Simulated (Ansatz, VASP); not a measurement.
**AlO in VASP and in Ansatz**

Contents of INCAR:

```
ALGO     = Normal         # electronic algorithm
EDIFF    = 1E-7           # SCF threshold, eV
EDIFFG   = -0.04          # ionic threshold
ENCUT    = 600            # plane-wave cutoff, eV
GGA      = PE             # functional
IBRION   = 2              # ionic algorithm
ISIF     = 3              # what is computed and relaxed
ISMEAR   = 0              # smearing method
LASPH    = T              # aspherical terms in the spheres
LCHARG   = F              # write CHGCAR
LREAL    = F              # projectors in reciprocal space
LWAVE    = F              # write WAVECAR
NELM     = 100            # most SCF steps
NSW      = 90             # ionic steps
PREC     = Accurate       # precision mode
SIGMA    = 0.1            # smearing width, eV
```

The input KPOINTS:

```
k-points
0
Gamma
  6 6 2
```

POSCAR

```
AlO
1.0
    2.5028996300      0.0000000000      0.0000000000
   -1.2514498100      2.1675746600      0.0000000000
    0.0000000000      0.0000000000      8.0092788100
Al O
2 2
Direct
    0.0000000000      0.0000000000      0.7500000000
    0.0000000000      0.0000000000      0.2500000000
    0.3333333300      0.6666666700      0.8700000000
    0.6666666700      0.3333333300      0.1300000000
```

Input for Ansatz:

```yaml
crystal:
  lattice:
    - [2.50289963, 0.0, 0.0]
    - [-1.25144981, 2.16757466, 0.0]
    - [0.0, 0.0, 8.00927881]
  atoms:
    - { symbol: Al, position: [0.0, 0.0, 0.75] }
    - { symbol: Al, position: [0.0, 0.0, 0.25] }
    - { symbol: O, position: [0.33333333, 0.66666667, 0.87] }
    - { symbol: O, position: [0.66666667, 0.33333333, 0.13] }
basis:
  ecutwfc: 420
kpoints:
  mp_grid: { grid: [6, 6, 2] }
hamiltonian:
  xc: pbe
scf:
  occupations: { method: gaussian, width: 0.1 }
  lower_state_search: "off"
output:
  forces: true
  stress: true
  eigenvalues: true
relax:
  adjacent_minimum: "off"
  f_tol: 0.04
  max_steps: 70
  cell: { stress_tol: 0.4 }
```

Change from the starting cell: ordered vacancies on the anion sites of cadmium iodide (P-3m1, No. 164).

Alike in both runs: task relaxation of cell and atoms; functional PBE; k mesh 6 × 6 × 2; occupations gaussian, width 0.1 eV; no spin polarisation.

```csv
,VASP,Ansatz
version,VASP 6.6.1,Ansatz 0.2.0
potentials or method,"VASP PAW PBE potentials, release 64 (Al, O), cutoff 600 eV","scalar-relativistic, plane waves, PAW"
valence electrons in the cell,18,18
```

|  | VASP | Ansatz | Ansatz less VASP |
| --- | --- | --- | --- |
| gap on the k mesh at the Fermi level, each at its own relaxed structure (eV) | 1.02 | 1.09 | +0.077 |
| relaxed volume (Å³/atom) | 13.68 | 14.59 | +0.914 |
| relaxed length of the cell vector where the two differ most in proportion (Å) | 7.193 | 7.619 | +0.4254 |

One of these differences is far larger than is usual between the two programs; its cause wasn't traced.

The k mesh is coarse, so the values compare programs but aren't converged. Noted on VASP's run: the volume moved by over 15 % at a fixed basis, so the end points are rough.
